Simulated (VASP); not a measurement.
# Ga2O3 (Ga2O3, measured cell) (C2/m) in VASP: single point with LDA

Aim: the single point of Ga2O3 (Ga2O3, measured cell) with LDA.

Everything below comes from runs of VASP 6.6.1. Logs are shortened: lines on timing, memory, paths and dates and some standing lists are left out, and cuts for length are marked.

## 1. The cell of the first run

Symmetry: C2/m, No. 12, monoclinic system. Conventional cell: a = 12.214 Å, b = 3.037 Å, c = 5.798 Å, α = 90.00°, β = 103.83°, γ = 90.00°. Within 2.4 Å of Ga (site symmetry m) lie 4 O at 1.83 to 1.87 Å. Ga (site symmetry m) has 6 O at 1.93 to 2.07 Å within 2.6 Å. O (site symmetry m) has 3 Ga at 1.83 to 1.94 Å within 2.4 Å. Within 2.5 Å of O (site symmetry m) lie 4 Ga at 1.87 to 2.07 Å. Within 2.4 Å of O (site symmetry m) lie 3 Ga at 1.83 to 1.93 Å.

## 2. Single point, LDA

Input file INCAR:

```
SYSTEM = Ga2O3
PREC = Accurate
ENCUT = 520
EDIFF = 1E-6
ISMEAR = 0
SIGMA = 0.01
LREAL = .False.
LASPH = .True.
NELM = 100
ALGO = Normal
ISIF = 2
LWAVE = .False.
LCHARG = .True.
GGA = CA
LELF = .True.
LVHAR = .True.
NBANDS = 55
```

Input file KPOINTS:

```
Automatic mesh
0
Gamma
  8 8 5
  0 0 0
```

Input file POSCAR:

```
Ga2O3
1.0
    6.1070000000     -1.5185500000      0.0000000000
    6.1070000000      1.5185500000      0.0000000000
   -1.3859888959      0.0000000000      5.6300087380
Ga O
4 6
Direct
    0.0904789481      0.0904789481      0.7949742843
    0.9095210519      0.9095210519      0.2050257157
    0.6584141526      0.6584141526      0.3147812440
    0.3415858474      0.3415858474      0.6852187560
    0.1633238838      0.1633238838      0.1099660618
    0.8366761162      0.8366761162      0.8900339382
    0.1736443907      0.1736443907      0.5638019194
    0.8263556093      0.8263556093      0.4361980806
    0.4959031352      0.4959031352      0.2569343168
    0.5040968648      0.5040968648      0.7430656832
```

Potentials or basis: VASP PAW LDA potentials, release 64 (Ga_d, O).

Command:

```console
$ cat potpaw_LDA.64/Ga_d/POTCAR potpaw_LDA.64/O/POTCAR > POTCAR
$ mpirun -np 1 vasp_std > vasp.out
```

OUTCAR:

```text
SYSTEM = Ga2O3
   PREC = Accurate
   ENCUT = 520
   EDIFF = 1E-6
   ISMEAR = 0
   LREAL = .False.
   LASPH = .True.
   NELM = 100
   ISIF = 2
   GGA = CA

 ion  position               nearest neighbor table
   1  0.090  0.090  0.795-   5 1.83  10 1.83  10 1.83   7 1.87
   2  0.910  0.910  0.205-   6 1.83   9 1.83   9 1.83   8 1.87
   3  0.658  0.658  0.315-   9 1.93   5 1.94   5 1.94   8 2.00   7 2.07   7 2.07
   4  0.342  0.342  0.685-  10 1.93   6 1.94   6 1.94   7 2.00   8 2.07   8 2.07
   5  0.163  0.163  0.110-   1 1.83   3 1.94   3 1.94
   6  0.837  0.837  0.890-   2 1.83   4 1.94   4 1.94
   7  0.174  0.174  0.564-   1 1.87   4 2.00   3 2.07   3 2.07
   8  0.826  0.826  0.436-   2 1.87   3 2.00   4 2.07   4 2.07
   9  0.496  0.496  0.257-   2 1.83   2 1.83   3 1.93
  10  0.504  0.504  0.743-   1 1.83   1 1.83   4 1.93

  LATTYP: Found a base centered monoclinic cell.
 ALAT       =    12.2140000000
 B/A-ratio  =     0.2486572785
 C/A-ratio  =     0.4747093499
 COS(beta)  =    -0.2390419096

  Lattice vectors:

 A1 = (   6.1070000000,  -1.5185500000,   0.0000000000)
 A2 = (   6.1070000000,   1.5185500000,   0.0000000000)
 A3 = (  -1.3859888959,   0.0000000000,   5.6300087380)

Analysis of symmetry for initial positions (statically):
=====================================================================
 Subroutine PRICEL returns:
 Original cell was already a primitive cell.

 Routine SETGRP: Setting up the symmetry group for a
 base centered monoclinic supercell.

 Subroutine GETGRP returns: Found  4 space group operations
 (whereof  4 operations were pure point group operations)
 out of a pool of  4 trial point group operations.

The static configuration has the point symmetry C_2h.

Analysis of symmetry for dynamics (positions and initial velocities):
=====================================================================
 Subroutine PRICEL returns:
 Original cell was already a primitive cell.

 Routine SETGRP: Setting up the symmetry group for a
 base centered monoclinic supercell.

 Subroutine GETGRP returns: Found  4 space group operations
 (whereof  4 operations were pure point group operations)
 out of a pool of  4 trial point group operations.

The dynamic configuration has the point symmetry C_2h.

 Subroutine INISYM returns: Found  4 space group operations
 (whereof  4 operations are pure point group operations),
 and found     1 'primitive' translations
[... 105 lines left out ...]
   ISPIN  =      1    spin polarized calculation?
   LNONCOLLINEAR =      F non collinear calculations
   LSORBIT =      F    spin-orbit coupling
   LASPH  =      T    aspherical Exc in radial PAW
   ENCUT  =  520.0 eV  38.22 Ry    6.18 a.u.  11.70 11.70 10.78*2*pi/ulx,y,z
   NELM   =    100;   NELMIN=  2; NELMDL= -5     # of ELM steps
   EDIFF  = 0.1E-05   stopping-criterion for ELM
   LREAL  =      F    real-space projection
[... 7 lines left out ...]
   TEBEG  =    0.0;   TEEND  =   0.0 temperature during run
   PSTRESS=    0.0 pullay stress
   NELECT =      88.0000    total number of electrons
   NUPDOWN=      -1.0000    fix difference up-down
   EMIN   =  10.00;   EMAX   =-10.00  energy-range for DOS
   EFERMI =   0.00;   METHOD = LEGACY
   ISMEAR =     0;   SIGMA  =   0.01  broadening in eV -4-tet -1-fermi 0-gaus
   EFERMI_NEDOS =   21; number of points for ismear=-14 and -15
   IALGO  =     38    algorithm
   IMIX   =      4    mixing-type and parameters
     AMIX     =   0.40;   BMIX     =  1.00
     AMIX_MAG =   1.60;   BMIX_MAG =  1.00
  volume/ion in A,a.u.               =      10.44        70.47
  Fermi-wavevector in a.u.,A,eV,Ry     =   1.546335  2.922150 32.533613  2.391153
  Thomas-Fermi vector in A             =   2.651586
   LORBIT       =      0    0 simple, 1 ext, 2 COOP (PROOUT), +10 PAW based schemes
   GGA     = CA    functional components
   LHFCALC =     F    Hartree Fock is set to
   AEXX    =    0.0000 exact exchange contribution
   IVDW    =     0    specifies the selected vdW correction
   LEPSILON=     F    determine dielectric tensor
   LRPA    =     F    only Hartree local field effects (RPA)
 non-spin polarized calculation
 Gauss-broadening in eV      SIGMA  =   0.01
  energy-cutoff  :      520.00
  volume of cell :      104.42
 maximum number of plane-waves:      2846
   NGX = 23   NGY = 23   NGZ = 21

 number of electron      88.0000025 magnetization

 Free energy of the ion-electron system (eV)
  ---------------------------------------------------
  ext. energy  EPLUGINS =         0.00000000
  ---------------------------------------------------
  free energy    TOTEN  =       -68.22313357 eV

  energy without entropy =      -68.22313357  energy(sigma->0) =      -68.22313357

 E-fermi :   3.7522     XC(G=0): -12.2143

 val. band max:        3.6152863820   @ k =   0.5000   0.3750   0.4000
 cond. band min:       5.9640505365   @ k =   0.0000   0.0000   0.0000
 fundamental gap:      2.3487641544
 Fermi energy:         3.7521580214

 k-point     1 :       0.0000    0.0000    0.0000
  band No.  band energies     occupation
      1     -15.1401      2.00000
      2     -13.9193      2.00000
      3     -13.8863      2.00000
      4     -13.7817      2.00000
      5     -13.2696      2.00000
      6     -13.2646      2.00000
[... 1381 lines left out ...]
     54      14.1874      0.00000
     55      15.4325      0.00000

 [... further k-points ...]
[... 5 lines left out ...]
  --------------------------------------------------------------------------------------
  -------------------------------------------------------------------------------------
  Total       -1.2650122     -1.2564447     -1.6034561      0.0000000      0.0000000      0.0975337
  in kB      -19.4092700    -19.2778178    -24.6020651      0.0000000      0.0000000      1.4964738
  external PRESSURE =     -21.0963843 kB  Pullay stress =       0.0000000 kB

 VOLUME and BASIS-vectors are now :
 -----------------------------------------------------------------------------
  energy-cutoff  :      520.00
  volume of cell :      104.42
      direct lattice vectors                 reciprocal lattice vectors
     6.107000000 -1.518550000  0.000000000     0.081873260 -0.329261467  0.020155462
     6.107000000  1.518550000  0.000000000     0.081873260  0.329261467  0.020155462
    -1.385988896  0.000000000  5.630008738     0.000000000  0.000000000  0.177619618

 POSITION                                       TOTAL-FORCE (eV/Angst)
 -----------------------------------------------------------------------------------
      0.00328      0.00000      4.47571         0.028853      0.000000     -0.006793
     10.82473      0.00000      1.15430        -0.028853      0.000000      0.006793
      7.60559      0.00000      1.77222        -0.005726      0.000000      0.026019
      3.22242      0.00000      3.85779         0.005726      0.000000     -0.026019
      1.84243      0.00000      0.61911         0.052047      0.000000      0.023799
      8.98558      0.00000      5.01090        -0.052047      0.000000     -0.023799
      1.33947      0.00000      3.17421         0.011546      0.000000     -0.037982
      9.48854      0.00000      2.45580        -0.011546      0.000000      0.037982
      5.70085      0.00000      1.44654         0.061339      0.000000      0.025937
      5.12716      0.00000      4.18347        -0.061339      0.000000     -0.025937
 -----------------------------------------------------------------------------------
    total drift:                                0.000000      0.000000     -0.000000

  FREE ENERGIE OF THE ION-ELECTRON SYSTEM (eV)
  ---------------------------------------------------
  free  energy   TOTEN  =       -68.2231335744 eV

  energy  without entropy=      -68.2231335744  energy(sigma->0) =      -68.22313357
```

OSZICAR:

```text
N       E                     dE             d eps       ncg     rms          rms(c)
DAV:   1     0.119215410566E+04    0.11922E+04   -0.40077E+04 12250   0.293E+03
DAV:   2     0.184333815668E+03   -0.10078E+04   -0.94421E+03 10478   0.809E+02
DAV:   3    -0.573128492355E+02   -0.24165E+03   -0.23479E+03 11671   0.258E+02
DAV:   4    -0.766122729658E+02   -0.19299E+02   -0.19080E+02 12752   0.791E+01
DAV:   5    -0.772981842874E+02   -0.68591E+00   -0.68451E+00 13257   0.152E+01    0.171E+01
DAV:   6    -0.683248972955E+02    0.89733E+01   -0.29373E+01 18870   0.619E+01    0.479E+00
DAV:   7    -0.683756706359E+02   -0.50773E-01   -0.32627E+00 11410   0.101E+01    0.336E+00
DAV:   8    -0.682628460517E+02    0.11282E+00   -0.65643E-01 14485   0.773E+00    0.144E+00
DAV:   9    -0.682218449755E+02    0.41001E-01   -0.16744E-01 14805   0.530E+00    0.257E-01
DAV:  10    -0.682230939801E+02   -0.12490E-02   -0.23739E-02 13012   0.101E+00    0.124E-01
DAV:  11    -0.682231727818E+02   -0.78802E-04   -0.19724E-03 14295   0.554E-01    0.781E-02
DAV:  12    -0.682231311525E+02    0.41629E-04   -0.55909E-04 14135   0.328E-01    0.181E-02
DAV:  13    -0.682231332429E+02   -0.20904E-05   -0.91565E-05 14395   0.744E-02    0.528E-03
DAV:  14    -0.682231342699E+02   -0.10269E-05   -0.12275E-05 11798   0.564E-02    0.716E-03
DAV:  15    -0.682231335744E+02    0.69546E-06   -0.17260E-06  7539   0.264E-02
   1 F= -.68223134E+02 E0= -.68223134E+02  d E =-.307818E-85
```

stdout:

```text
POSCAR found type information on POSCAR GaO
 POSCAR found :  2 types and      10 ions
 scaLAPACK will be used
 LDA part: xc-table for (Slater(with rela. corr.)+CA(PZ))
 , standard interpolation
 POSCAR, INCAR and KPOINTS ok, starting setup
 FFT: planning ... GRIDC
 FFT: planning ... GRID_SOFT
 FFT: planning ... GRID
 WAVECAR not read
 entering main loop
```

It took 13 min on 1 thread of AMD EPYC 9R45 (Zen 5), shared host; peak memory 0.48 GiB.

Results:

* Free energy: -68.2231 eV
* Pressure: -2.1 GPa
* Largest force: 0.067 eV/Å
* Band gap on the k mesh: 2.35 eV, indirect (least direct gap 2.36 eV)

Forces on the atoms (eV/Å):
```
Ga   0.029  0.000 -0.007
Ga  -0.029  0.000  0.007
Ga  -0.006  0.000  0.026
Ga   0.006  0.000 -0.026
O    0.052  0.000  0.024
O   -0.052  0.000 -0.024
O    0.012  0.000 -0.038
O   -0.012  0.000  0.038
O    0.061  0.000  0.026
O   -0.061  0.000 -0.026
```

Stress tensor (GPa, compression positive):
```
-1.94  0.00  0.15
 0.00 -1.93  0.00
 0.15  0.00 -2.46
```

A k mesh can miss the band edges.
